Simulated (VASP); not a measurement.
# AgB2 (Fm-3m) in VASP: notebook, part 3 of 3

VASP 6.6.1. The steps go on from the part before.

## 5. Single point, PBEsol

This run uses another cell than the first one, of 11.09 Å³/atom.

INCAR

```
PREC = Accurate ; ENCUT = 520
EDIFF = 1E-6 ; ISMEAR = 1
SIGMA = 0.05 ; LREAL = F
LASPH = T ; NELM = 80
ALGO = Normal ; ISIF = 2
LWAVE = F ; LCHARG = T
GGA = PS ; LELF = T
LVHAR = T ; NBANDS = 16
```

KPOINTS

```
regular mesh
0
Gamma
  7 7 7
```

POSCAR

```
AgB2
1.0
    0.0000000000      2.5529819270      2.5529819270
    2.5529819270      0.0000000000      2.5529819270
    2.5529819270      2.5529819270      0.0000000000
Ag B
1 2
Direct
    0.0000000000      0.0000000000      0.0000000000
    0.2500000000      0.2500000000      0.2500000000
    0.7500000000      0.7500000000      0.7500000000
```

Potentials or basis: VASP PAW PBE potentials, release 64 (Ag, B).

The run is started by

```sh
$ cat potpaw_PBE.64/Ag/POTCAR potpaw_PBE.64/B/POTCAR > POTCAR
$ mpirun -np 1 vasp_std > vasp.out
```

OUTCAR:

```text
PREC = Accurate
   ENCUT = 520
   EDIFF = 1E-6
   ISMEAR = 1
   LREAL = F
   LASPH = T
   NELM = 80
   ISIF = 2
   GGA = PS

 ion  position               nearest neighbor table
   1  0.000  0.000  0.000-   2 2.21   3 2.21   3 2.21   3 2.21   3 2.21   2 2.21   2 2.21   2 2.21

   2  0.250  0.250  0.250-   1 2.21   1 2.21   1 2.21   1 2.21
   3  0.750  0.750  0.750-   1 2.21   1 2.21   1 2.21   1 2.21

  LATTYP: Found a face centered cubic cell.
 ALAT       =     5.1059638540

  Lattice vectors:

 A1 = (   0.0000000000,   2.5529819270,   2.5529819270)
 A2 = (   2.5529819270,   0.0000000000,   2.5529819270)
 A3 = (   2.5529819270,   2.5529819270,   0.0000000000)

Analysis of symmetry for initial positions (statically):
=====================================================================
 Subroutine PRICEL returns:
 Original cell was already a primitive cell.

 Routine SETGRP: Setting up the symmetry group for a
 face centered cubic supercell.

 Subroutine GETGRP returns: Found 48 space group operations
 (whereof 48 operations were pure point group operations)
 out of a pool of 48 trial point group operations.

[... 158 lines left out ...]

 E-fermi :   7.4264     XC(G=0): -11.9683

 val. band max:        7.4237574773   @ k =   0.4286   0.2857   0.1429
 cond. band min:       7.7186154302   @ k =   0.1429   0.0000   0.0000
 fundamental gap:      0.2948579529
 Fermi energy:         7.4263856786

 k-point     1 :       0.0000    0.0000    0.0000
  band No.  band energies     occupation
      1      -4.7601      2.00000
      2      -0.4868      2.00000
      3      -0.4868      2.00000
      4      -0.4868      2.00000
      5       1.3212      2.00000
      6       1.3212      2.00000
[... 357 lines left out ...]
      3      -0.0562      2.00000
      4       0.9219      2.00000
      5       0.9721      2.00000
      6       2.2658      2.00000
[... 8 lines left out ...]
     15      18.5541      0.00000
     16      24.9038      0.00000

------------------------ aborting loop because EDIFF is reached ----------------------------------------

  FORCE on cell =-STRESS in cart. coord.  units (eV):
  Direction    XX          YY          ZZ          XY          YZ          ZX
  --------------------------------------------------------------------------------------
  -------------------------------------------------------------------------------------
  Total       -0.0583541     -0.0583541     -0.0583541      0.0000000      0.0000000      0.0000000
  in kB       -2.8093677     -2.8093677     -2.8093677      0.0000000      0.0000000      0.0000000
  external PRESSURE =      -2.8093677 kB  Pullay stress =       0.0000000 kB

 VOLUME and BASIS-vectors are now :
 -----------------------------------------------------------------------------
  energy-cutoff  :      520.00
  volume of cell :       33.28
      direct lattice vectors                 reciprocal lattice vectors
     0.000000000  2.552981927  2.552981927    -0.195849408  0.195849408  0.195849408
     2.552981927  0.000000000  2.552981927     0.195849408 -0.195849408  0.195849408
     2.552981927  2.552981927  0.000000000     0.195849408  0.195849408 -0.195849408

 POSITION                                       TOTAL-FORCE (eV/Angst)
 -----------------------------------------------------------------------------------
      0.00000      0.00000      0.00000        -0.000000     -0.000000     -0.000000
      1.27649      1.27649      1.27649         0.000000     -0.000000     -0.000000
      3.82947      3.82947      3.82947         0.000000      0.000000      0.000000
 -----------------------------------------------------------------------------------
    total drift:                               -0.000000     -0.000000      0.000000

  FREE ENERGIE OF THE ION-ELECTRON SYSTEM (eV)
  ---------------------------------------------------
  free  energy   TOTEN  =       -12.8906411388 eV

  energy  without entropy=      -12.8898917890  energy(sigma->0) =      -12.89039136
```

OSZICAR:

```text
N       E                     dE             d eps       ncg     rms          rms(c)
DAV:   1     0.668777526178E+02    0.66878E+02   -0.76756E+03   656   0.952E+02
DAV:   2    -0.139021443657E+02   -0.80780E+02   -0.74999E+02   808   0.211E+02
DAV:   3    -0.155318521936E+02   -0.16297E+01   -0.16257E+01   728   0.304E+01
DAV:   4    -0.155368124471E+02   -0.49603E-02   -0.49601E-02   824   0.178E+00
DAV:   5    -0.155368536833E+02   -0.41236E-04   -0.41237E-04   720   0.158E-01    0.155E+01
DAV:   6    -0.132987416584E+02    0.22381E+01   -0.10706E+01   664   0.467E+01    0.109E+01
DAV:   7    -0.129315745368E+02    0.36717E+00   -0.12736E+00   656   0.147E+01    0.409E+00
DAV:   8    -0.128999765467E+02    0.31598E-01   -0.77720E-02   728   0.296E+00    0.121E+00
DAV:   9    -0.128906545585E+02    0.93220E-02   -0.13940E-02   720   0.167E+00    0.133E-01
DAV:  10    -0.128906339148E+02    0.20644E-04   -0.87331E-04   784   0.258E-01    0.449E-02
DAV:  11    -0.128906429118E+02   -0.89970E-05   -0.55596E-05   720   0.701E-02    0.184E-02
DAV:  12    -0.128906417325E+02    0.11793E-05   -0.15749E-06   616   0.130E-02    0.488E-03
DAV:  13    -0.128906411388E+02    0.59366E-06   -0.12595E-06   504   0.147E-02
   1 F= -.12890641E+02 E0= -.12890391E+02  d E =-.749350E-03
```

Wall time 29 s (1 thread of Intel Xeon 8259CL, shared host); peak memory 0.16 GiB.

Results:

| Quantity | Value |
| --- | --- |
| Free energy | -12.8906 eV |
| Pressure | -0.3 GPa |
| Band gap on the k mesh | zero (an odd number of electrons rules out a gap without spin polarisation) |

Caveat: the PAW data sets were made with another functional, which shifts forces and pressure a little.

## 6. Summary

| task | cell | cutoff (eV) | gap on the mesh (eV) | pressure (GPa) |
| --- | --- | --- | --- | --- |
| relaxation of cell and atoms | relaxed from a = 3.635 Å, angles 60.0°, 3 atoms | 500 | none | 0.0 |
| single point | a = 3.610 Å, angles 60.0°, 3 atoms | 520 | none | -0.3 |
| single point | a = 3.586 Å, angles 60.0°, 3 atoms | 520 | none | 3.5 |

Alike in all rows: level PBEsol; potentials or basis VASP PAW PBE potentials, release 64 (Ag, B); no spin polarisation; k mesh 7 × 7 × 7; smearing methfessel-paxton 0.05 eV.

Caveats: the PAW data sets were made with another functional, which shifts forces and pressure a little; the cell stands under pressure (at least some runs).

Total energies depend on the potentials used, so only differences within one code and one set of settings carry meaning.
